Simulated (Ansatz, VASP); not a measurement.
One calculation of TiCo, two programs

The input INCAR:

```
SYSTEM = TiCo
PREC = Accurate
ENCUT = 550
EDIFF = 1E-6
ISMEAR = 0
SIGMA = 0.1
LREAL = .FALSE.
LASPH = .TRUE.
NELM = 120
ALGO = Normal
ISIF = 2
LWAVE = .FALSE.
LCHARG = .FALSE.
ISPIN = 2
MAGMOM = 2 1
LORBIT = 11
LMAXMIX = 4
GGA = PE
```

Contents of KPOINTS:

```
Automatic mesh
0
G
  9 9 9
  0 0 0
```

The input POSCAR:

```
TiCo
1.0
    2.9861109900      0.0000000000      0.0000000000
    0.0000000000      2.9861109900      0.0000000000
    0.0000000000      0.0000000000      2.9861109900
Co Ti
1 1
Cartesian
    1.4930554950      1.4930554950      1.4930554950
    0.0000000000      0.0000000000      0.0000000000
```

input.yaml

```yaml
crystal:
  lattice:
    - [2.98611099, 0.0, 0.0]
    - [0.0, 2.98611099, 0.0]
    - [0.0, 0.0, 2.98611099]
  atoms:
    - { symbol: Co, position: [0.5, 0.5, 0.5], spin: 2.0 }
    - { symbol: Ti, position: [0.0, 0.0, 0.0], spin: 1.0 }
hamiltonian:
  xc: pbe
  pseudopotentials: { kind: paw }
magnetization:
  spin_polarized: true
kpoints:
  mp_grid: { grid: [9, 9, 9] }
scf:
  occupations: { method: gaussian, width: 0.1 }
output:
  forces: true
  stress: true
  eigenvalues: true
```

Alike in both runs: task single point; functional PBE; k mesh 9 × 9 × 9; occupations gaussian, width 0.1 eV; collinear spin, ferromagnetic start.

|  | VASP | Ansatz |
| --- | --- | --- |
| version | VASP 6.6.1 | Ansatz 0.2.0 |
| potentials or method | VASP PAW PBE potentials, release 64 (Co_GW, Ti_sv_GW) | Ansatz PAW |
| plane-wave cutoff (eV) | 550 | 420 |
| valence electrons in the cell | 21 | 29 |

```tsv
	VASP	Ansatz	Ansatz less VASP
gap on the k mesh at the Fermi level (eV)	none	none	-
pressure (GPa)	-2.0	-0.6	+1.45
net moment per atom (μB)	0.40	0.41	+0.009
size of the moment on the site where the two differ most (μB)	0.88	0.93	+0.045
```

Site moments also hang on the region over which each program counts them. A gap of «none» marks a metal or a gap that the smearing closes. VASP's potentials hold 21 valence electrons a cell and Ansatz's 29, so a difference there can come from the potentials and not from the codes.
